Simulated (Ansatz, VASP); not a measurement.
**MgC in VASP and in Ansatz**

```
CELL_PARAMETERS angstrom
1.83367 -4.15361 0.00000
1.83367 4.15361 0.00000
0.00000 0.00000 2.72604
ATOMIC_POSITIONS crystal
Mg 0.85446 0.14554 0.25000
Mg 0.14554 0.85446 0.75000
C 0.55444 0.44556 0.25000
C 0.44556 0.55444 0.75000
```

Alike in both runs: functional PBE; k mesh 6 × 6 × 6; occupations gaussian, width 0.1 eV; no spin polarisation.

Ansatz relaxed the structure, and its values are those at the end. VASP's run is a single point on that final structure, the one shown.

```csv
,VASP,Ansatz
version,VASP 6.6.1,Ansatz 0.2.0
potentials or method,"VASP PAW PBE potentials, release 64 (Mg_sv, C), cutoff 840 eV","scalar-relativistic, plane waves, PAW"
valence electrons in the cell,28,28
```

```csv
,VASP,Ansatz,Ansatz less VASP
gap on the k mesh at the Fermi level (eV),none,none,-
pressure (GPa),-0.3,-0.1,+0.20
```

A gap of «none» marks a metal or a gap that the smearing closes.

The k mesh is coarse, so the values compare programs but aren't converged.
